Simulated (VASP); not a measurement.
# Hf2Si (I4/mcm) in VASP: single point with r2SCAN

Aim: the single point of Hf2Si with r2SCAN.

Program: VASP 6.6.1. These are calculated values, not measurements. Logs are shortened: lines on timing, memory, paths and dates and some standing lists are left out, and cuts for length are marked.

### Step 1. The cell of the first run

It takes space group I4/mcm (No. 140, tetragonal). The conventional cell has a = 6.551 Å, b = 6.551 Å, c = 5.166 Å, α = 90.00°, β = 90.00°, γ = 90.00°. Hf (site symmetry m2m) has 4 Si at 2.79 Å and 11 Hf at 2.90 to 3.50 Å within 3.7 Å. Within 3.4 Å of Si (site symmetry 422) lie 2 Si at 2.58 Å and 8 Hf at 2.79 Å.

### Step 2. Single point, r2SCAN

POSCAR reads:

```
Hf2Si
1.0
   -3.2753522240      3.2753522240      2.5828233930
    3.2753522240     -3.2753522240      2.5828233930
    3.2753522240      3.2753522240     -2.5828233930
Hf Si
4 2
Direct
    0.8435136200      0.6564863800      0.5000000000
    0.3435136200      0.8435136200      0.1870272400
    0.1564863800      0.3435136200      0.5000000000
    0.6564863800      0.1564863800      0.8129727600
    0.7500000000      0.7500000000      0.0000000000
    0.2500000000      0.2500000000      0.0000000000
```

INCAR.step1 reads:

```
SYSTEM = Hf2Si
ALGO = Normal
EDIFF = 1E-4
ENCUT = 520
GGA = PE
ISMEAR = 0
LASPH = .True.
LCHARG = .False.
LREAL = .False.
LWAVE = .True.
NBANDS = 33
NELM = 60
PREC = Accurate
SIGMA = 0.1
```

INCAR.step2 reads:

```
SYSTEM = Hf2Si
ALGO = Normal
EDIFF = 1E-6
ENCUT = 520
ISIF = 2
ISMEAR = 0
ISTART = 1
LASPH = .True.
LCHARG = .False.
LMIXTAU = .True.
LREAL = .False.
LWAVE = .False.
METAGGA = R2SCAN
NBANDS = 33
NELM = 60
PREC = Accurate
SIGMA = 0.1
```

KPOINTS reads:

```
k-points
0
Gamma
  4 4 4
  0 0 0
```

Potentials or basis: VASP PAW PBE potentials, release 64 (Hf_pv, Si).

Command:

```bash
$ cat potpaw_PBE.64/Hf_pv/POTCAR potpaw_PBE.64/Si/POTCAR > POTCAR
$ cp INCAR.step1 INCAR
$ mpirun -np 1 vasp_std > vasp.out
$ cp INCAR.step2 INCAR
$ mpirun -np 1 vasp_std > vasp.out
```

OUTCAR:

```text
SYSTEM = Hf2Si
   EDIFF = 1E-6
   ENCUT = 520
   ISIF = 2
   ISMEAR = 0
   ISTART = 1
   LASPH = .True.
   LREAL = .False.
   METAGGA = R2SCAN
   NELM = 60
   PREC = Accurate

 ion  position               nearest neighbor table
   1  0.844  0.656  0.500-   6 2.79   5 2.79   5 2.79   6 2.79   3 2.90   3 3.11   3 3.11   4 3.30
                             2 3.30   4 3.30   2 3.30   4 3.50   2 3.50   2 3.50   4 3.50
   2  0.344  0.844  0.187-   5 2.79   6 2.79   6 2.79   5 2.79   4 2.90   4 3.11   4 3.11   1 3.30
                             3 3.30   3 3.30   1 3.30   1 3.50   3 3.50   1 3.50   3 3.50
   3  0.156  0.344  0.500-   5 2.79   6 2.79   6 2.79   5 2.79   1 2.90   1 3.11   1 3.11   4 3.30
                             2 3.30   4 3.30   2 3.30   4 3.50   2 3.50   4 3.50   2 3.50
   4  0.656  0.156  0.813-   5 2.79   6 2.79   6 2.79   5 2.79   2 2.90   2 3.11   2 3.11   1 3.30
                             3 3.30   3 3.30   1 3.30   1 3.50   3 3.50   1 3.50   3 3.50
   5  0.750  0.750  0.000-   6 2.58   6 2.58   2 2.79   4 2.79   4 2.79   2 2.79   1 2.79   1 2.79
                             3 2.79   3 2.79
   6  0.250  0.250  0.000-   5 2.58   5 2.58   2 2.79   4 2.79   4 2.79   2 2.79   3 2.79   1 2.79
                             1 2.79   3 2.79

  LATTYP: Found a body centered tetragonal cell.
 ALAT       =     6.5507044480
 C/A-ratio  =     0.7885635548

  Lattice vectors:

 A1 = (  -3.2753522240,   3.2753522240,   2.5828233930)
 A2 = (   3.2753522240,  -3.2753522240,   2.5828233930)
 A3 = (   3.2753522240,   3.2753522240,  -2.5828233930)

Analysis of symmetry for initial positions (statically):
=====================================================================
 Subroutine PRICEL returns:
 Original cell was already a primitive cell.

 Routine SETGRP: Setting up the symmetry group for a
 body centered tetragonal supercell.

 Subroutine GETGRP returns: Found 16 space group operations
 (whereof  8 operations were pure point group operations)
 out of a pool of 16 trial point group operations.

The static configuration has the point symmetry C_4h.
 The point group associated with its full space group is D_4h.

Analysis of symmetry for dynamics (positions and initial velocities):
=====================================================================
 Subroutine PRICEL returns:
 Original cell was already a primitive cell.

 Routine SETGRP: Setting up the symmetry group for a
 body centered tetragonal supercell.

 Subroutine GETGRP returns: Found 16 space group operations
 (whereof  8 operations were pure point group operations)
 out of a pool of 16 trial point group operations.

The dynamic configuration has the point symmetry C_4h.
 The point group associated with its full space group is D_4h.

 Subroutine INISYM returns: Found 16 space group operations
 (whereof  8 operations are pure point group operations),
 and found     1 'primitive' translations

----------------------------------------------------------------------------------------

                                     Primitive cell

  volume of cell :     110.8334

  direct lattice vectors                    reciprocal lattice vectors
    -3.275352224  3.275352224  2.582823393     0.000000000  0.152655338  0.193586600
     3.275352224 -3.275352224  2.582823393     0.152655338  0.000000000  0.193586600
     3.275352224  3.275352224 -2.582823393     0.152655338  0.152655338  0.000000000

  length of vectors
     5.303474433  5.303474433  5.303474433     0.246534833  0.246534833  0.215887249

  position of ions in fractional coordinates (direct lattice)
     0.843513620  0.656486380  0.500000000
     0.343513620  0.843513620  0.187027240
     0.156486380  0.343513620  0.500000000
     0.656486380  0.156486380  0.812972760
     0.750000000  0.750000000  0.000000000
     0.250000000  0.250000000  0.000000000

  ion indices of the primitive-cell ions
   primitive index   ion index
                 1           1
                 2           2
                 3           3
                 4           4
                 5           5
                 6           6

----------------------------------------------------------------------------------------

 KPOINTS: k-points

Automatic generation of k-mesh.
 Grid dimensions read from file:
 generate k-points for:    4    4    4

 Generating k-lattice:

  Cartesian coordinates                     Fractional coordinates (reciprocal lattice)
     0.000000000  0.038163834  0.048396650     0.250000000 -0.000000000  0.000000000
     0.038163834  0.000000000  0.048396650    -0.000000000  0.250000000  0.000000000
     0.038163834  0.038163834  0.000000000     0.000000000  0.000000000  0.250000000

  Length of vectors
     0.061633708  0.061633708  0.053971812

  Shift w.r.t. Gamma in fractional coordinates (k-lattice)
     0.000000000  0.000000000  0.000000000

 Subroutine IBZKPT returns following result:
 ===========================================

 Found     13 irreducible k-points:

 Following reciprocal coordinates:
            Coordinates               Weight
  0.000000  0.000000  0.000000      1.000000
  0.250000  0.000000 -0.000000      8.000000
  0.500000  0.000000 -0.000000      4.000000
  0.250000  0.250000 -0.000000      8.000000
  0.500000  0.250000 -0.000000     16.000000
 -0.250000  0.250000  0.000000      4.000000
  0.500000  0.500000 -0.000000      2.000000
  0.250000  0.250000  0.250000      2.000000
 -0.250000  0.250000  0.250000      4.000000
  0.500000  0.500000  0.250000      4.000000
 -0.250000  0.500000  0.250000      8.000000
 -0.250000 -0.250000  0.250000      2.000000
  0.500000  0.500000  0.500000      1.000000
   k-points           NKPTS =     13   k-points in BZ     NKDIM =     13   number of bands    NBANDS=     33
   number of dos      NEDOS =    301   number of ions     NIONS =      6
   total plane-waves  NPLWV =  64000
   dimension x,y,z NGX =    40 NGY =   40 NGZ =   40
   dimension x,y,z NGXF=    80 NGYF=   80 NGZF=   80
   ions per type =               4   2
   NGX,Y,Z   is equivalent  to a cutoff of  12.54, 12.54, 12.54 a.u.
   NGXF,Y,Z  is equivalent  to a cutoff of  25.08, 25.08, 25.08 a.u.
 SYSTEM =  Hf2Si
   PREC   = accura    normal or accurate (medium, high low for compatibility)
   ISTART =      1    job   : 0-new  1-cont  2-samecut
   ICHARG =      0    charge: 1-file 2-atom 10-const
   ISPIN  =      1    spin polarized calculation?
   LNONCOLLINEAR =      F non collinear calculations
   LSORBIT =      F    spin-orbit coupling
   LASPH  =      T    aspherical Exc in radial PAW
   ENCUT  =  520.0 eV  38.22 Ry    6.18 a.u.   9.86  9.86  9.86*2*pi/ulx,y,z
   NELM   =     60;   NELMIN=  2; NELMDL=  0     # of ELM steps
   EDIFF  = 0.1E-05   stopping-criterion for ELM
   LREAL  =      F    real-space projection
   EDIFFG = 0.1E-04   stopping-criterion for IOM
   NSW    =      0    number of steps for IOM
   IBRION =     -1    ionic relax: 0-MD 1-quasi-New 2-CG
   NFREE  =      0    steps in history (QN), initial steepest desc. (CG)
   ISIF   =      2    stress and relaxation
   ISYM   =      2    0-nonsym 1-usesym 2-fastsym
   POTIM  = 0.5000    time-step for ionic-motion
   TEBEG  =    0.0;   TEEND  =   0.0 temperature during run
   PSTRESS=    0.0 pullay stress
   NELECT =      48.0000    total number of electrons
   NUPDOWN=      -1.0000    fix difference up-down
   EMIN   =  10.00;   EMAX   =-10.00  energy-range for DOS
   EFERMI =   0.00;   METHOD = LEGACY
   ISMEAR =     0;   SIGMA  =   0.10  broadening in eV -4-tet -1-fermi 0-gaus
   EFERMI_NEDOS =   21; number of points for ismear=-14 and -15
   IALGO  =     38    algorithm
   IMIX   =      4    mixing-type and parameters
     AMIX     =   0.40;   BMIX     =  1.00
     AMIX_MAG =   1.60;   BMIX_MAG =  1.00
  volume/ion in A,a.u.               =      18.47       124.66
  Fermi-wavevector in a.u.,A,eV,Ry     =   1.238602  2.340618 20.873162  1.534134
  Thomas-Fermi vector in A             =   2.373120
   LORBIT       =      0    0 simple, 1 ext, 2 COOP (PROOUT), +10 PAW based schemes
   METAGGA = R2SCAN    functional components
   LHFCALC =     F    Hartree Fock is set to
   AEXX    =    0.0000 exact exchange contribution
   IVDW    =     0    specifies the selected vdW correction
   LEPSILON=     F    determine dielectric tensor
   LRPA    =     F    only Hartree local field effects (RPA)
 non-spin polarized calculation
 Gauss-broadening in eV      SIGMA  =   0.10
  energy-cutoff  :      520.00
  volume of cell :      110.83
 maximum number of plane-waves:      3018
   NGX = 19   NGY = 19   NGZ = 19

 number of electron      48.0000004 magnetization

 Free energy of the ion-electron system (eV)
  ---------------------------------------------------
  ext. energy  EPLUGINS =         0.00000000
  ---------------------------------------------------
  free energy    TOTEN  =      -202.92767757 eV

  energy without entropy =     -202.91603473  energy(sigma->0) =     -202.92185615

 E-fermi :   5.9856     XC(G=0): -12.4105

 val. band max:        5.9528786148   @ k =  -0.2500  -0.2500   0.2500
 cond. band min:       5.9900184893   @ k =   0.2500   0.2500  -0.0000
 fundamental gap:      0.0371398745
 Fermi energy:         5.9856397286

 k-point     1 :       0.0000    0.0000    0.0000
  band No.  band energies     occupation
      1     -25.4614      2.00000
      2     -25.4535      2.00000
      3     -25.3145      2.00000
      4     -25.3145      2.00000
      5     -25.2864      2.00000
      6     -25.2864      2.00000
[... 25 lines left out ...]
     32       9.7474      0.00000
     33      10.7715      0.00000

 k-point     2 :       0.2500    0.0000   -0.0000
  band No.  band energies     occupation
      1     -25.5164      2.00000
      2     -25.4788      2.00000
      3     -25.3779      2.00000
      4     -25.3148      2.00000
      5     -25.2045      2.00000
      6     -25.1938      2.00000
[... 25 lines left out ...]
     32      10.4915      0.00000
     33      10.8268      0.00000
[... 358 lines left out ...]
     32      10.4720      0.00000
     33      10.5633      0.00000

 k-point    13 :       0.5000    0.5000    0.5000
  band No.  band energies     occupation
      1     -25.5318      2.00000
      2     -25.4707      2.00000
      3     -25.3954      2.00000
      4     -25.2306      2.00000
      5     -25.2306      2.00000
      6     -25.2041      2.00000
[... 25 lines left out ...]
     32      10.9656      0.00000
     33      11.3558      0.00000

------------------------ aborting loop because EDIFF is reached ----------------------------------------

  FORCE on cell =-STRESS in cart. coord.  units (eV):
  Direction    XX          YY          ZZ          XY          YZ          ZX
  --------------------------------------------------------------------------------------
  -------------------------------------------------------------------------------------
  Total       -0.3829939     -0.3829939      0.3757050      0.0000000      0.0000000      0.0000000
  in kB       -5.5364536     -5.5364536      5.4310876      0.0000000      0.0000000      0.0000000
  external PRESSURE =      -1.8806065 kB  Pullay stress =       0.0000000 kB

 VOLUME and BASIS-vectors are now :
 -----------------------------------------------------------------------------
  energy-cutoff  :      520.00
  volume of cell :      110.83
      direct lattice vectors                 reciprocal lattice vectors
    -3.275352224  3.275352224  2.582823393     0.000000000  0.152655338  0.193586600
     3.275352224 -3.275352224  2.582823393     0.152655338  0.000000000  0.193586600
     3.275352224  3.275352224 -2.582823393     0.152655338  0.152655338  0.000000000

 POSITION                                       TOTAL-FORCE (eV/Angst)
 -----------------------------------------------------------------------------------
      1.02510      2.25026      2.58282         0.044081     -0.044081     -0.000000
      2.25026     -1.02510      2.58282        -0.044081     -0.044081      0.000000
      2.25026      1.02510      0.00000        -0.044081      0.044081     -0.000000
      1.02510      4.30045     -0.00000         0.044081      0.044081     -0.000000
      0.00000      0.00000      3.87424        -0.000000     -0.000000     -0.000000
      0.00000      0.00000      1.29141        -0.000000     -0.000000     -0.000000
 -----------------------------------------------------------------------------------
    total drift:                               -0.000000      0.000000     -0.000000

  FREE ENERGIE OF THE ION-ELECTRON SYSTEM (eV)
  ---------------------------------------------------
  free  energy   TOTEN  =      -202.9276775740 eV

  energy  without entropy=     -202.9160347295  energy(sigma->0) =     -202.92185615
```

It took 5.4 min on 1 thread of AMD EPYC 7R43 (Zen 3), shared host; peak memory 0.23 GiB.

Results:

* Free energy: -202.9277 eV
* Pressure: -0.2 GPa
* Largest force: 0.062 eV/Å
* Band gap on the k mesh: zero (bands 24 and 25 overlap by 0.40 eV)

Forces on the atoms (eV/Å):
```
Hf   0.044 -0.044  0.000
Hf  -0.044 -0.044  0.000
Hf  -0.044  0.044  0.000
Hf   0.044  0.044  0.000
Si   0.000  0.000  0.000
Si   0.000  0.000  0.000
```

Stress tensor (GPa, compression positive):
```
-0.55  0.00  0.00
 0.00 -0.55  0.00
 0.00  0.00  0.54
```

Levels at points of the mesh, in eV from the Fermi level:
```csv
k point,band 22,band 23,band 24,band 25,band 26,band 27
"(0.00, 0.00, 0.00)",-1.37,-1.14,-0.95,2.26,2.30,2.36
"(0.50, 0.00, 0.00)",-0.78,-0.49,-0.49,0.25,0.25,2.21
"(0.50, 0.50, 0.00)",-1.13,-0.81,-0.49,1.46,1.54,1.90
"(0.50, 0.50, 0.50)",-0.50,0.14,0.41,0.48,0.48,1.50
```

Caveat: the k points lie up to 0.39 Å⁻¹ apart; the PAW data sets were made with another functional, which shifts forces and pressure a little; spin-orbit coupling is left out, which moves the levels of the heavy elements.
